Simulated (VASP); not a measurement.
# MgB2 (P6/mmm) in VASP: further runs

MgB2 is run at these levels: r2SCAN; tasks: single point, relaxation of cell and atoms.

Everything below comes from runs of VASP 6.6.1. Logs are shortened: lines on timing, memory, paths and dates and some standing lists are left out, and cuts for length are marked.

### 1 The cell of the first run

Symmetry: P6/mmm, No. 191, hexagonal system. Conventional cell: a = 3.066 Å, b = 3.066 Å, c = 3.520 Å, α = 90.00°, β = 90.00°, γ = 120.00°. Mg (site symmetry 6/mmm) has 12 B at 2.50 Å and 6 Mg at 3.07 Å within 3.3 Å. B (site symmetry -6m2) has 3 B at 1.77 Å within 2.4 Å.

### 2 Single point, r2SCAN

The input, POSCAR:

```
MgB2
1.0
    3.0658335884      0.0000000000      0.0000000000
   -1.5329167942      2.6550897713      0.0000000000
    0.0000000000      0.0000000000      3.5201620385
Mg B
1 2
Direct
    0.0000000000      0.0000000000      0.0000000000
    0.3333333333      0.6666666667      0.5000000000
    0.6666666667      0.3333333333      0.5000000000
```

The input, INCAR.step1:

```
ALGO = Normal
EDIFF = 1E-4
ENCUT = 520
GGA = PE
ISMEAR = 0
LASPH = True
LCHARG = False
LREAL = False
LWAVE = True
NBANDS = 11
NELM = 60
PREC = Accurate
SIGMA = 0.1
```

The input, INCAR.step2:

```
ALGO = Normal
EDIFF = 1E-6
ENCUT = 520
ISIF = 2
ISMEAR = 0
ISTART = 1
LASPH = True
LCHARG = False
LMIXTAU = True
LREAL = False
LWAVE = False
METAGGA = R2SCAN
NBANDS = 11
NELM = 60
PREC = Accurate
SIGMA = 0.1
```

The input, KPOINTS:

```
k-points
0
Gamma
  15 15 12
```

Potentials or basis: VASP PAW PBE potentials, release 64 (Mg, B).

Launch:

```console
$ cat potpaw_PBE.64/Mg/POTCAR potpaw_PBE.64/B/POTCAR > POTCAR
$ cp INCAR.step1 INCAR
$ mpirun -np 1 vasp_std > vasp.out
$ cp INCAR.step2 INCAR
$ mpirun -np 1 vasp_std > vasp.out
```

OUTCAR:

```text
EDIFF = 1E-6
   ENCUT = 520
   ISIF = 2
   ISMEAR = 0
   ISTART = 1
   LASPH = True
   LREAL = False
   METAGGA = R2SCAN
   NELM = 60
   PREC = Accurate

 ion  position               nearest neighbor table
   1  0.000  0.000  0.000-   2 2.50   3 2.50   2 2.50   3 2.50   2 2.50   2 2.50   3 2.50   3 2.50
                             3 2.50   3 2.50   2 2.50   2 2.50
   2  0.333  0.667  0.500-   3 1.77   3 1.77   3 1.77   1 2.50   1 2.50   1 2.50   1 2.50   1 2.50
                             1 2.50
   3  0.667  0.333  0.500-   2 1.77   2 1.77   2 1.77   1 2.50   1 2.50   1 2.50   1 2.50   1 2.50
                             1 2.50

  LATTYP: Found a hexagonal cell.
 ALAT       =     3.0658335884
 C/A-ratio  =     1.1481908385

  Lattice vectors:

 A1 = (   3.0658335884,   0.0000000000,   0.0000000000)
 A2 = (  -1.5329167942,   2.6550897713,   0.0000000000)
 A3 = (   0.0000000000,   0.0000000000,   3.5201620385)

Analysis of symmetry for initial positions (statically):
=====================================================================
 Subroutine PRICEL returns:
 Original cell was already a primitive cell.

 Routine SETGRP: Setting up the symmetry group for a
 hexagonal supercell.

 Subroutine GETGRP returns: Found 24 space group operations
 (whereof 24 operations were pure point group operations)
 out of a pool of 24 trial point group operations.

The static configuration has the point symmetry D_6h.

Analysis of symmetry for dynamics (positions and initial velocities):
=====================================================================
 Subroutine PRICEL returns:
 Original cell was already a primitive cell.

 Routine SETGRP: Setting up the symmetry group for a
 hexagonal supercell.

 Subroutine GETGRP returns: Found 24 space group operations
 (whereof 24 operations were pure point group operations)
 out of a pool of 24 trial point group operations.

The dynamic configuration has the point symmetry D_6h.

 Subroutine INISYM returns: Found 24 space group operations
 (whereof 24 operations are pure point group operations),
 and found     1 'primitive' translations

----------------------------------------------------------------------------------------

                                     Primitive cell

  volume of cell :      28.6543

  direct lattice vectors                    reciprocal lattice vectors
     3.065833588  0.000000000  0.000000000     0.326175564  0.188317550  0.000000000
[... 97 lines left out ...]
   TEBEG  =    0.0;   TEEND  =   0.0 temperature during run
   PSTRESS=    0.0 pullay stress
   NELECT =       8.0000    total number of electrons
   NUPDOWN=      -1.0000    fix difference up-down
   EMIN   =  10.00;   EMAX   =-10.00  energy-range for DOS
   EFERMI =   0.00;   METHOD = LEGACY
   ISMEAR =     0;   SIGMA  =   0.10  broadening in eV -4-tet -1-fermi 0-gaus
   EFERMI_NEDOS =   21; number of points for ismear=-14 and -15
   IALGO  =     38    algorithm
   IMIX   =      4    mixing-type and parameters
     AMIX     =   0.40;   BMIX     =  1.00
     AMIX_MAG =   1.60;   BMIX_MAG =  1.00
  volume/ion in A,a.u.               =       9.55        64.46
  Fermi-wavevector in a.u.,A,eV,Ry     =   1.069978  2.021964 15.576657  1.144852
  Thomas-Fermi vector in A             =   2.205674
   LORBIT       =      0    0 simple, 1 ext, 2 COOP (PROOUT), +10 PAW based schemes
   METAGGA = R2SCAN    functional components
   LHFCALC =     F    Hartree Fock is set to
   AEXX    =    0.0000 exact exchange contribution
   IVDW    =     0    specifies the selected vdW correction
   LEPSILON=     F    determine dielectric tensor
   LRPA    =     F    only Hartree local field effects (RPA)
 non-spin polarized calculation
 Gauss-broadening in eV      SIGMA  =   0.10
  energy-cutoff  :      520.00
  volume of cell :       28.65
 maximum number of plane-waves:       784
 NGX is ok and might be reduce to    24
   NGX = 11   NGY = 11   NGZ = 13

 number of electron       8.0000000 magnetization

 Free energy of the ion-electron system (eV)
  ---------------------------------------------------
  ext. energy  EPLUGINS =         0.00000000
  ---------------------------------------------------
  free energy    TOTEN  =       -19.40620470 eV

  energy without entropy =      -19.40311140  energy(sigma->0) =      -19.40465805

 E-fermi :   5.3710     XC(G=0): -11.5794

 val. band max:        5.3600906688   @ k =   0.1333   0.0000   0.3333
 cond. band min:       5.3813454000   @ k =   0.0667   0.0000   0.0833
 fundamental gap:      0.0212547312
 Fermi energy:         5.3709837236

 k-point     1 :       0.0000    0.0000    0.0000
  band No.  band energies     occupation
      1      -7.9336      2.00000
      2       2.1530      2.00000
      3       5.7945      0.00000
      4       5.7945      0.00000
      5       7.2887      0.00000
      6      12.1038      0.00000
      7      12.1038      0.00000
      8      14.0871      0.00000
      9      16.3189      0.00000
     10      19.4125      0.00000
     11      22.7374      0.00000
[... 309 lines left out ...]
 k-point    24 :       0.4000    0.2000    0.0000
  band No.  band energies     occupation
      1      -3.3464      2.00000
      2      -2.5172      2.00000
      3       0.6806      2.00000
      4       6.1537      0.00000
      5       8.2710      0.00000
      6      11.4739      0.00000
      7      11.7780      0.00000
      8      14.3744      0.00000
      9      15.6039      0.00000
     10      18.2649      0.00000
     11      20.2001      0.00000

 [... further k-points ...]

------------------------ aborting loop because EDIFF is reached ----------------------------------------

  FORCE on cell =-STRESS in cart. coord.  units (eV):
  Direction    XX          YY          ZZ          XY          YZ          ZX
  --------------------------------------------------------------------------------------
  -------------------------------------------------------------------------------------
  Total       -0.0518055     -0.0518055     -0.1162693     -0.0000000      0.0000000      0.0000000
  in kB       -2.8966498     -2.8966498     -6.5010740     -0.0000000      0.0000000      0.0000000
  external PRESSURE =      -4.0981246 kB  Pullay stress =       0.0000000 kB

 VOLUME and BASIS-vectors are now :
 -----------------------------------------------------------------------------
  energy-cutoff  :      520.00
  volume of cell :       28.65
      direct lattice vectors                 reciprocal lattice vectors
     3.065833588  0.000000000  0.000000000     0.326175564  0.188317550  0.000000000
    -1.532916794  2.655089771  0.000000000     0.000000000  0.376635099  0.000000000
     0.000000000  0.000000000  3.520162039     0.000000000  0.000000000  0.284077832

 POSITION                                       TOTAL-FORCE (eV/Angst)
 -----------------------------------------------------------------------------------
      0.00000      0.00000      0.00000         0.000000      0.000000      0.000000
     -0.00000      1.77006      1.76008        -0.000000      0.000000      0.000000
      1.53292      0.88503      1.76008         0.000000      0.000000      0.000000
 -----------------------------------------------------------------------------------
    total drift:                                0.000000     -0.000000      0.000000

  FREE ENERGIE OF THE ION-ELECTRON SYSTEM (eV)
  ---------------------------------------------------
  free  energy   TOTEN  =       -19.4062046981 eV

  energy  without entropy=      -19.4031114023  energy(sigma->0) =      -19.40465805
```

OSZICAR.step1:

```text
N       E                     dE             d eps       ncg     rms          rms(c)
DAV:   1     0.384401566636E+01    0.38440E+01   -0.38025E+03  4542   0.612E+02
DAV:   2    -0.165154118495E+02   -0.20359E+02   -0.19263E+02  5314   0.108E+02
DAV:   3    -0.170551340666E+02   -0.53972E+00   -0.53726E+00  5345   0.142E+01
DAV:   4    -0.170565776458E+02   -0.14436E-02   -0.14435E-02  4783   0.799E-01
DAV:   5    -0.170565836255E+02   -0.59797E-05   -0.59800E-05  5232   0.540E-02    0.532E+00
DAV:   6    -0.155756195628E+02    0.14810E+01   -0.18591E+00  4691   0.632E+00    0.252E+00
DAV:   7    -0.153292350587E+02    0.24638E+00   -0.95361E-01  4874   0.451E+00    0.774E-01
DAV:   8    -0.153328308532E+02   -0.35958E-02   -0.88075E-02  4675   0.164E+00    0.360E-01
DAV:   9    -0.153247440417E+02    0.80868E-02   -0.19033E-02  4629   0.628E-01    0.650E-02
DAV:  10    -0.153246665358E+02    0.77506E-04   -0.10911E-03  5142   0.185E-01    0.239E-02
DAV:  11    -0.153246596237E+02    0.69121E-05   -0.51124E-05  2447   0.441E-02
   1 F= -.15324660E+02 E0= -.15322781E+02  d E =-.375718E-02
```

It took 2.5 min on 1 thread of AMD EPYC 7R13, shared host; peak memory 0.2 GiB.

What came out:

| Property | Result |
| --- | --- |
| Free energy | -19.4062 eV |
| Pressure | -0.4 GPa |
| Band gap on the k mesh | zero (bands 4 and 5 overlap by 3.98 eV) |

Caveat: the PAW data sets were made with another functional, which shifts forces and pressure a little.

### 3 Single point, r2SCAN

The input, POSCAR:

```
MgB2
1.0
    3.0686970226      0.0000000000      0.0000000000
   -1.5343485113      2.6575695781      0.0000000000
    0.0000000000      0.0000000000      3.5129906589
Mg B
1 2
Direct
    0.0000000000      0.0000000000      0.0000000000
    0.3333333333      0.6666666667      0.5000000000
    0.6666666667      0.3333333333      0.5000000000
```

The input, INCAR.step1:

```
SYSTEM = MgB2
PREC     = Accurate       ! precision mode
ENCUT    = 520            ! plane-wave cutoff, eV
ISMEAR   = -1             ! smearing method
SIGMA    = 0.15           ! smearing width, eV
LREAL    = .False.        ! projectors in reciprocal space
LASPH    = .True.         ! aspherical terms in the spheres
NELM     = 60             ! most SCF steps
NBANDS   = 11             ! bands
GGA      = PE             ! functional
ALGO     = Normal         ! electronic algorithm
EDIFF    = 1E-4           ! SCF threshold, eV
LWAVE    = .True.         ! write WAVECAR
LCHARG   = .False.        ! write CHGCAR
```

The input, INCAR.step2:

```
SYSTEM = MgB2
PREC     = Accurate       ! precision mode
ENCUT    = 520            ! plane-wave cutoff, eV
EDIFF    = 1E-7           ! SCF threshold, eV
ISMEAR   = -1             ! smearing method
SIGMA    = 0.15           ! smearing width, eV
LREAL    = .False.        ! projectors in reciprocal space
LASPH    = .True.         ! aspherical terms in the spheres
NELM     = 60             ! most SCF steps
ALGO     = Normal         ! electronic algorithm
ISIF     = 2              ! what is computed and relaxed
LWAVE    = .False.        ! write WAVECAR
LCHARG   = .False.        ! write CHGCAR
METAGGA  = R2SCAN         ! meta-GGA
LMIXTAU  = .True.       
NBANDS   = 11             ! bands
ISTART   = 1
```

The input, KPOINTS:

```
Automatic mesh
0
Gamma
  15 15 12
  0 0 0
```

Potentials or basis: VASP PAW PBE potentials, release 64 (Mg, B).

Launch:

```console
$ cat potpaw_PBE.64/Mg/POTCAR potpaw_PBE.64/B/POTCAR > POTCAR
$ cp INCAR.step1 INCAR
$ mpirun -np 1 vasp_std > vasp.out
$ cp INCAR.step2 INCAR
$ mpirun -np 1 vasp_std > vasp.out
```

It took 2.3 min on 1 thread of AMD EPYC 7R13, shared host; peak memory 0.2 GiB.

The run converged. Its results:

| Item | Value |
| --- | --- |
| Free energy | -19.4281 eV |
| Pressure | -0.4 GPa |
| Band gap on the k mesh | zero (bands 4 and 5 overlap by 4.01 eV) |

Stress tensor (GPa, compression positive):
```
-0.30  0.00  0.00
 0.00 -0.30  0.00
 0.00  0.00 -0.65
```

Levels at points of the mesh, in eV from the Fermi level:
```
           k point  band 2  band 3  band 4  band 5  band 6  band 7
(0.00, 0.00, 0.00)   -3.19    0.40    0.40    1.96    6.70    6.70
(0.00, 0.00, 0.50)   -7.82    0.80    0.80    7.00    7.00    8.68
```

Caveat: the PAW data sets were made with another functional, which shifts forces and pressure a little.

### 4 Relaxation of cell and atoms, r2SCAN

The input, POSCAR:

```
MgB2
1.0
    3.0658335884      0.0000000000      0.0000000000
   -1.5329167942      2.6550897713      0.0000000000
    0.0000000000      0.0000000000      3.5201620385
Mg B
1 2
Direct
    0.0000000000      0.0000000000      0.0000000000
    0.3333333333      0.6666666667      0.5000000000
    0.6666666667      0.3333333333      0.5000000000
```

The input, INCAR.step1:

```
SYSTEM = MgB2
ALGO = Normal
EDIFF = 1E-4
ENCUT = 600
GGA = PE
ISMEAR = -1
LASPH = .TRUE.
LCHARG = .FALSE.
LREAL = .FALSE.
LWAVE = .TRUE.
NELM = 100
PREC = Accurate
SIGMA = 0.15
```

The input, INCAR.step2:

```
SYSTEM = MgB2
ALGO = Normal
EDIFF = 1E-6
EDIFFG = -0.001
ENCUT = 600
IBRION = 2
ISIF = 3
ISMEAR = -1
ISTART = 1
LASPH = .TRUE.
LCHARG = .FALSE.
LMIXTAU = .TRUE.
LREAL = .FALSE.
LWAVE = .FALSE.
METAGGA = R2SCAN
NELM = 100
NSW = 80
PREC = Accurate
SIGMA = 0.15
```

The input, KPOINTS:

```
k-points
0
G
  15 15 12
  0 0 0
```

Launch:

```console
$ cat potpaw_PBE.64/Mg/POTCAR potpaw_PBE.64/B/POTCAR > POTCAR
$ cp INCAR.step1 INCAR
$ mpirun -np 1 vasp_std > vasp.out
$ cp INCAR.step2 INCAR
$ mpirun -np 1 vasp_std > vasp.out
```

Run time: 4 min. Hardware: 1 thread of AMD EPYC 7R13, shared host; peak memory 0.21 GiB.

The run converged. Its results:

| Quantity | Value |
| --- | --- |
| Free energy | -19.4307 eV |
| Relaxed volume | 9.52 Å³/atom |
| Relaxed cell | a = 3.067 Å, b = 3.067 Å, c = 3.505 Å, α = 90.00°, β = 90.00°, γ = 120.00° |
| Space group after relaxing (to 0.1 Å) | P6/mmm (No. 191) |
| Energy gained by relaxing | 0.2 meV/atom |
| Ionic steps | 6 |
| Pressure after relaxing | 0.0 GPa |
| Band gap on the k mesh | zero (bands 4 and 5 overlap by 4.03 eV) |

Step by step:
```csv
step,energy change (eV),largest force (eV/Å),pressure (GPa),volume (Å³)
1,0.0000,0.0000,-0.32,28.65
2,-0.0004,0.0000,-0.05,28.57
3,-0.0005,0.0000,0.03,28.56
4,-0.0005,0.0000,0.03,28.55
5,-0.0005,0.0000,-0.01,28.56
6,-0.0005,0.0000,0.00,28.56
```

Final structure:
```cif
data_structure
_symmetry_space_group_name_H-M 'P 1'
_symmetry_Int_Tables_number 1
_cell_length_a 3.0673
_cell_length_b 3.0673
_cell_length_c 3.5051
_cell_angle_alpha 90.000
_cell_angle_beta 90.000
_cell_angle_gamma 120.000
_cell_volume 28.56
loop_
_atom_site_label
_atom_site_type_symbol
_atom_site_fract_x
_atom_site_fract_y
_atom_site_fract_z
_atom_site_occupancy
Mg1 Mg 0.00000 0.00000 0.00000 1
B1 B 0.33333 0.66667 0.50000 1
B2 B 0.66667 0.33333 0.50000 1
```

Levels at points of the mesh, in eV from the Fermi level:
```
           k point  band 2  band 3  band 4  band 5  band 6  band 7
(0.00, 0.00, 0.00)   -3.18    0.39    0.39    2.00    6.69    6.69
(0.00, 0.00, 0.50)   -7.83    0.80    0.80    7.00    7.00    8.68
```

Caveat: the PAW data sets were made with another functional, which shifts forces and pressure a little.

### 5 Relaxation of cell and atoms, r2SCAN

This run uses another cell than the first one, of 9.68 Å³/atom.

The input, POSCAR:

```
MgB2
1.0
    3.0850000000      0.0000000000      0.0000000000
   -1.5425000000      2.6716883707      0.0000000000
    0.0000000000      0.0000000000      3.5230000000
Mg B
1 2
Direct
    0.0000000000      0.0000000000      0.0000000000
    0.3333333333      0.6666666667      0.5000000000
    0.6666666667      0.3333333333      0.5000000000
```

The input, INCAR.step1:

```
SYSTEM = MgB2
PREC = Accurate ; ENCUT = 600
ISMEAR = 0 ; SIGMA = 0.1
LREAL = .FALSE. ; LASPH = .TRUE.
NELM = 80 ; GGA = PE
ALGO = Normal ; EDIFF = 1E-4
LWAVE = .TRUE. ; LCHARG = .FALSE.
```

The input, INCAR.step2:

```
SYSTEM = MgB2
PREC = Accurate ; ENCUT = 600
EDIFF = 1E-7 ; ISMEAR = 0
SIGMA = 0.1 ; LREAL = .FALSE.
LASPH = .TRUE. ; NELM = 80
ALGO = Normal ; ISIF = 3
LWAVE = .FALSE. ; LCHARG = .FALSE.
METAGGA = R2SCAN ; LMIXTAU = .TRUE.
IBRION = 2 ; NSW = 100
EDIFFG = -0.002 ; ISTART = 1
```

The input, KPOINTS:

```
regular mesh
0
G
  15 15 12
  0 0 0
```

Launch:

```console
$ cat potpaw_PBE.64/Mg/POTCAR potpaw_PBE.64/B/POTCAR > POTCAR
$ cp INCAR.step1 INCAR
$ mpirun -np 1 vasp_std > vasp.out
$ cp INCAR.step2 INCAR
$ mpirun -np 1 vasp_std > vasp.out
```

Wall time 12 min (1 thread of AMD EPYC 7R13, shared host); peak memory 0.22 GiB.

It converged, with:

| Item | Value |
| --- | --- |
| Free energy | -19.4091 eV |
| Relaxed volume | 9.52 Å³/atom |
| Relaxed cell | a = 3.064 Å, b = 3.064 Å, c = 3.512 Å, α = 90.00°, β = 90.00°, γ = 120.00° |
| Space group after relaxing (to 0.1 Å) | P6/mmm (No. 191) |
| Energy gained by relaxing | 1.5 meV/atom |
| Ionic steps | 7 |
| Pressure after relaxing | 0.0 GPa |
| Band gap on the k mesh | zero (bands 4 and 5 overlap by 4.00 eV) |

Step by step:
```
step  energy change (eV)  largest force (eV/Å)  pressure (GPa)  volume (Å³)
   1              0.0000                0.0000           -2.67        29.04
   2             -0.0036                0.0000            1.22        28.36
   3             -0.0045                0.0000            0.00        28.57
   4             -0.0045                0.0000           -0.06        28.58
   5             -0.0045                0.0000           -0.04        28.57
   6             -0.0045                0.0000           -0.04        28.57
   7             -0.0045                0.0000            0.02        28.56
```

Final structure:
```
Mg B
1.0
     3.06430    0.00000    0.00000
    -1.53215    2.65376    0.00000
     0.00000    0.00000    3.51217
Mg B
1 2
Direct
  0.00000 0.00000 0.00000
  0.33333 0.66667 0.50000
  0.66667 0.33333 0.50000
```

Levels at points of the mesh, in eV from the Fermi level:
```tsv
k point	band 2	band 3	band 4	band 5	band 6	band 7
(0.00, 0.00, 0.00)	-3.20	0.42	0.42	1.96	6.73	6.73
(0.00, 0.00, 0.50)	-7.83	0.82	0.82	7.03	7.03	8.73
```

Caveat: the PAW data sets were made with another functional, which shifts forces and pressure a little.

### 6 Overview

```tsv
task	cell	cutoff (eV)	smearing	gap on the mesh (eV)	pressure (GPa)	relaxed volume (Å³/atom)
single point	a = 3.066, b = 3.066, c = 3.520 Å, angles 90.0, 90.0, 120.0°, 3 atoms	520	gaussian 0.1 eV	none	-0.4	-
single point	a = 3.069, b = 3.069, c = 3.513 Å, angles 90.0, 90.0, 120.0°, 3 atoms	520	fermi-dirac 0.15 eV	none	-0.4	-
relaxation of cell and atoms	relaxed from a = 3.066, b = 3.066, c = 3.520 Å, angles 90.0, 90.0, 120.0°, 3 atoms	600	fermi-dirac 0.15 eV	none	0.0	9.52
relaxation of cell and atoms	relaxed from a = 3.085, b = 3.085, c = 3.523 Å, angles 90.0, 90.0, 120.0°, 3 atoms	600	gaussian 0.1 eV	none	0.0	9.52
```

Alike in all rows: level r2SCAN; potentials or basis VASP PAW PBE potentials, release 64 (Mg, B); no spin polarisation; k mesh 15 × 15 × 12.

Caveats: the PAW data sets were made with another functional, which shifts forces and pressure a little.

Absolute energies hang on the potentials; compare differences alone.

The gap in the log of VASP goes by the Fermi energy; the results here count the filled bands.